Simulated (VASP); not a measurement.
# WS2 (P6_3/mmc) in VASP: single point with PBE

Aim: the single point of WS2 with PBE.

Program: VASP 6.6.1. These are calculated values, not measurements. Logs are shortened: lines on timing, memory, paths and dates and some standing lists are left out, and cuts for length are marked.

### 1 The cell of the first run

The structure is hexagonal, space group P6_3/mmc (No. 194). Conventional cell: a = 3.180 Å, b = 3.180 Å, c = 12.500 Å, α = 90.00°, β = 90.00°, γ = 120.00°. Within 3.2 Å of W (site symmetry -6m2) lie 6 S at 2.41 Å and 6 W at 3.18 Å. Within 3.2 Å of S (site symmetry 3m) lie 3 W at 2.41 Å and 7 S at 3.14 to 3.18 Å.

### 2 Single point, PBE

The input, INCAR:

```
SYSTEM = WS2
PREC = Accurate
ENCUT = 520
EDIFF = 1E-7
ISMEAR = 0
SIGMA = 0.01
LREAL = .False.
LASPH = .True.
NELM = 80
ALGO = Normal
ISIF = 2
LWAVE = .False.
LCHARG = .True.
GGA = PE
LELF = .True.
LVHAR = .True.
NBANDS = 35
```

The input, KPOINTS:

```
Automatic mesh
0
Gamma
  10 10 3
  0 0 0
```

The input, POSCAR:

```
WS2
1.0
    3.1800000000      0.0000000000      0.0000000000
   -1.5900000000      2.7539607840      0.0000000000
    0.0000000000      0.0000000000     12.5000000000
W S
2 4
Direct
    0.3333333333      0.6666666667      0.2500000000
    0.6666666667      0.3333333333      0.7500000000
    0.3333333333      0.6666666667      0.6244936591
    0.6666666667      0.3333333333      0.1244936591
    0.3333333333      0.6666666667      0.8755063409
    0.6666666667      0.3333333333      0.3755063409
```

Potentials or basis: VASP PAW PBE potentials, release 64 (W_sv, S).

Launch:

```bash
> cat potpaw_PBE.64/W_sv/POTCAR potpaw_PBE.64/S/POTCAR > POTCAR
> mpirun -np 1 vasp_std > vasp.out
```

OUTCAR:

```text
SYSTEM = WS2
   PREC = Accurate
   ENCUT = 520
   EDIFF = 1E-7
   ISMEAR = 0
   LREAL = .False.
   LASPH = .True.
   NELM = 80
   ISIF = 2
   GGA = PE

 ion  position               nearest neighbor table
   1  0.333  0.667  0.250-   4 2.41   6 2.41   4 2.41   6 2.41   4 2.41   6 2.41
   2  0.667  0.333  0.750-   3 2.41   5 2.41   3 2.41   5 2.41   3 2.41   5 2.41
   3  0.333  0.667  0.624-   2 2.41   2 2.41   2 2.41
   4  0.667  0.333  0.124-   1 2.41   1 2.41   1 2.41
   5  0.333  0.667  0.876-   2 2.41   2 2.41   2 2.41
   6  0.667  0.333  0.376-   1 2.41   1 2.41   1 2.41

  LATTYP: Found a hexagonal cell.
 ALAT       =     3.1800000000
 C/A-ratio  =     3.9308176101

  Lattice vectors:

 A1 = (   3.1800000000,   0.0000000000,   0.0000000000)
 A2 = (  -1.5900000000,   2.7539607840,   0.0000000000)
 A3 = (   0.0000000000,   0.0000000000,  12.5000000000)

Analysis of symmetry for initial positions (statically):
=====================================================================
 Subroutine PRICEL returns:
 Original cell was already a primitive cell.

 Routine SETGRP: Setting up the symmetry group for a
 hexagonal supercell.

 Subroutine GETGRP returns: Found 24 space group operations
 (whereof 12 operations were pure point group operations)
 out of a pool of 24 trial point group operations.

The static configuration has the point symmetry D_3d.
 The point group associated with its full space group is D_6h.

Analysis of symmetry for dynamics (positions and initial velocities):
=====================================================================
 Subroutine PRICEL returns:
 Original cell was already a primitive cell.

 Routine SETGRP: Setting up the symmetry group for a
 hexagonal supercell.

 Subroutine GETGRP returns: Found 24 space group operations
 (whereof 12 operations were pure point group operations)
 out of a pool of 24 trial point group operations.

The dynamic configuration has the point symmetry D_3d.
 The point group associated with its full space group is D_6h.

 Subroutine INISYM returns: Found 24 space group operations
 (whereof 12 operations are pure point group operations),
 and found     1 'primitive' translations

----------------------------------------------------------------------------------------

                                     Primitive cell

[... 94 lines left out ...]
   LSORBIT =      F    spin-orbit coupling
   LASPH  =      T    aspherical Exc in radial PAW
   ENCUT  =  520.0 eV  38.22 Ry    6.18 a.u.   5.91  5.91 23.24*2*pi/ulx,y,z
   NELM   =     80;   NELMIN=  2; NELMDL= -5     # of ELM steps
   EDIFF  = 0.1E-06   stopping-criterion for ELM
   LREAL  =      F    real-space projection
   EDIFFG = 0.1E-05   stopping-criterion for IOM
   NSW    =      0    number of steps for IOM
   IBRION =     -1    ionic relax: 0-MD 1-quasi-New 2-CG
   NFREE  =      0    steps in history (QN), initial steepest desc. (CG)
   ISIF   =      2    stress and relaxation
   ISYM   =      2    0-nonsym 1-usesym 2-fastsym
   POTIM  = 0.5000    time-step for ionic-motion
   TEBEG  =    0.0;   TEEND  =   0.0 temperature during run
   PSTRESS=    0.0 pullay stress
   NELECT =      52.0000    total number of electrons
   NUPDOWN=      -1.0000    fix difference up-down
   EMIN   =  10.00;   EMAX   =-10.00  energy-range for DOS
   EFERMI =   0.00;   METHOD = LEGACY
   ISMEAR =     0;   SIGMA  =   0.01  broadening in eV -4-tet -1-fermi 0-gaus
   EFERMI_NEDOS =   21; number of points for ismear=-14 and -15
   IALGO  =     38    algorithm
   IMIX   =      4    mixing-type and parameters
     AMIX     =   0.40;   BMIX     =  1.00
     AMIX_MAG =   1.60;   BMIX_MAG =  1.00
  volume/ion in A,a.u.               =      18.24       123.12
  Fermi-wavevector in a.u.,A,eV,Ry     =   1.277353  2.413847 22.199688  1.631631
  Thomas-Fermi vector in A             =   2.409958
   LORBIT       =      0    0 simple, 1 ext, 2 COOP (PROOUT), +10 PAW based schemes
   GGA     = PE    functional components
   LHFCALC =     F    Hartree Fock is set to
   AEXX    =    0.0000 exact exchange contribution
   IVDW    =     0    specifies the selected vdW correction
   LEPSILON=     F    determine dielectric tensor
   LRPA    =     F    only Hartree local field effects (RPA)
 non-spin polarized calculation
 Gauss-broadening in eV      SIGMA  =   0.01
  energy-cutoff  :      520.00
  volume of cell :      109.47
 maximum number of plane-waves:      2976
 NGX is ok and might be reduce to    24
   NGX = 11   NGY = 11   NGZ = 47

 number of electron      52.0000006 magnetization

 Free energy of the ion-electron system (eV)
  ---------------------------------------------------
  ext. energy  EPLUGINS =         0.00000000
  ---------------------------------------------------
  free energy    TOTEN  =       -47.28290215 eV

  energy without entropy =      -47.28290215  energy(sigma->0) =      -47.28290215

 E-fermi :   7.2982     XC(G=0): -10.7815

 val. band max:        7.1031116044   @ k =   0.0000   0.0000   0.0000
 cond. band min:       8.2346101745   @ k =   0.2000   0.2000   0.0000
 fundamental gap:      1.1314985701
 Fermi energy:         7.2982106585

 k-point     1 :       0.0000    0.0000    0.0000
  band No.  band energies     occupation
      1     -67.5208      2.00000
      2     -67.5208      2.00000
      3     -31.7572      2.00000
      4     -31.7571      2.00000
      5     -31.6066      2.00000
      6     -31.6066      2.00000
[... 901 lines left out ...]
     34      11.1552      0.00000
     35      12.0575      0.00000

 [... further k-points ...]
[... 5 lines left out ...]
  --------------------------------------------------------------------------------------
  -------------------------------------------------------------------------------------
  Total        0.8261041      0.8261041      1.6069977      0.0000000      0.0000000      0.0000000
  in kB       12.0906737     12.0906737     23.5196550      0.0000000      0.0000000      0.0000000
  external PRESSURE =      15.9003342 kB  Pullay stress =       0.0000000 kB

 VOLUME and BASIS-vectors are now :
 -----------------------------------------------------------------------------
  energy-cutoff  :      520.00
  volume of cell :      109.47
      direct lattice vectors                 reciprocal lattice vectors
     3.180000000  0.000000000  0.000000000     0.314465409  0.181556688  0.000000000
    -1.590000000  2.753960784  0.000000000     0.000000000  0.363113377  0.000000000
     0.000000000  0.000000000 12.500000000     0.000000000  0.000000000  0.080000000

 POSITION                                       TOTAL-FORCE (eV/Angst)
 -----------------------------------------------------------------------------------
     -0.00000      1.83597      3.12500        -0.000000      0.000000     -0.000000
      1.59000      0.91799      9.37500         0.000000     -0.000000     -0.000000
     -0.00000      1.83597      7.80617        -0.000000     -0.000000     -0.003072
      1.59000      0.91799      1.55617         0.000000     -0.000000     -0.003072
     -0.00000      1.83597     10.94383        -0.000000     -0.000000      0.003072
      1.59000      0.91799      4.69383         0.000000      0.000000      0.003072
 -----------------------------------------------------------------------------------
    total drift:                               -0.000000      0.000000     -0.000000

  FREE ENERGIE OF THE ION-ELECTRON SYSTEM (eV)
  ---------------------------------------------------
  free  energy   TOTEN  =       -47.2829021491 eV

  energy  without entropy=      -47.2829021491  energy(sigma->0) =      -47.28290215
```

OSZICAR:

```text
N       E                     dE             d eps       ncg     rms          rms(c)
DAV:   1     0.515966691260E+03    0.51597E+03   -0.28222E+04  2128   0.147E+03
DAV:   2    -0.165098546087E+02   -0.53248E+03   -0.51430E+03  2258   0.407E+02
DAV:   3    -0.492482164606E+02   -0.32738E+02   -0.32061E+02  2463   0.967E+01
DAV:   4    -0.500314842054E+02   -0.78327E+00   -0.78005E+00  2373   0.156E+01
DAV:   5    -0.500477812052E+02   -0.16297E-01   -0.16292E-01  2384   0.241E+00    0.372E+01
DAV:   6    -0.476521739723E+02    0.23956E+01   -0.86171E+00  2225   0.196E+01    0.160E+01
DAV:   7    -0.474237883134E+02    0.22839E+00   -0.26158E+00  2123   0.849E+00    0.668E+00
DAV:   8    -0.472828422992E+02    0.14095E+00   -0.38869E-01  2232   0.431E+00    0.209E+00
DAV:   9    -0.472855144322E+02   -0.26721E-02   -0.49627E-02  2347   0.115E+00    0.112E+00
DAV:  10    -0.472834143687E+02    0.21001E-02   -0.25048E-02  2321   0.101E+00    0.392E-01
DAV:  11    -0.472828919883E+02    0.52238E-03   -0.44205E-03  2169   0.403E-01    0.184E-01
DAV:  12    -0.472828720380E+02    0.19950E-04   -0.18485E-04  2245   0.774E-02    0.699E-02
DAV:  13    -0.472828995410E+02   -0.27503E-04   -0.31369E-05  2284   0.316E-02    0.517E-02
DAV:  14    -0.472829024687E+02   -0.29277E-05   -0.21043E-05  2298   0.264E-02    0.297E-02
DAV:  15    -0.472829019284E+02    0.54028E-06   -0.35940E-06  2290   0.126E-02    0.133E-02
DAV:  16    -0.472829020831E+02   -0.15466E-06   -0.10553E-06  2112   0.406E-03    0.241E-03
DAV:  17    -0.472829021491E+02   -0.65975E-07   -0.94304E-08  1306   0.147E-03
   1 F= -.47282902E+02 E0= -.47282902E+02  d E =-.924723-170
```

Run time: 81 s. Hardware: 1 thread of Intel Xeon Platinum 8375C at 2.90GHz (Ice Lake), shared host; peak memory 0.27 GiB.

What came out:

```
Free energy            : -47.2829 eV
Pressure               : 1.6 GPa
Largest force          : 0.003 eV/Å
Band gap on the k mesh : 1.13 eV, indirect (least direct gap 2.09 eV)
```

Forces in eV/Å, atoms in the order of the input:
```
W    0.000  0.000  0.000
W    0.000  0.000  0.000
S    0.000  0.000 -0.003
S    0.000  0.000 -0.003
S    0.000  0.000  0.003
S    0.000  0.000  0.003
```

Levels at points of the mesh, in eV from the valence-band top:
| k point | band 22 | band 23 | band 24 | band 25 | band 26 | band 27 | band 28 | band 29 | band 30 | band 31 |
| --- | --- | --- | --- | --- | --- | --- | --- | --- | --- | --- |
| (0.00, 0.00, 0.00) | -2.20 | -2.20 | -1.56 | -1.09 | 0.00 | 2.27 | 2.27 | 2.28 | 2.28 | 2.35 |
| (0.50, 0.00, 0.00) | -2.70 | -1.97 | -1.81 | -1.64 | -1.48 | 2.24 | 2.28 | 2.58 | 2.81 | 3.14 |

Caveat: spin-orbit coupling is left out, which moves the levels of the heavy elements; this functional lacks dispersion, which binds the layers, so the pressure and a relaxed spacing across them are unreliable. A k mesh can miss the band edges.
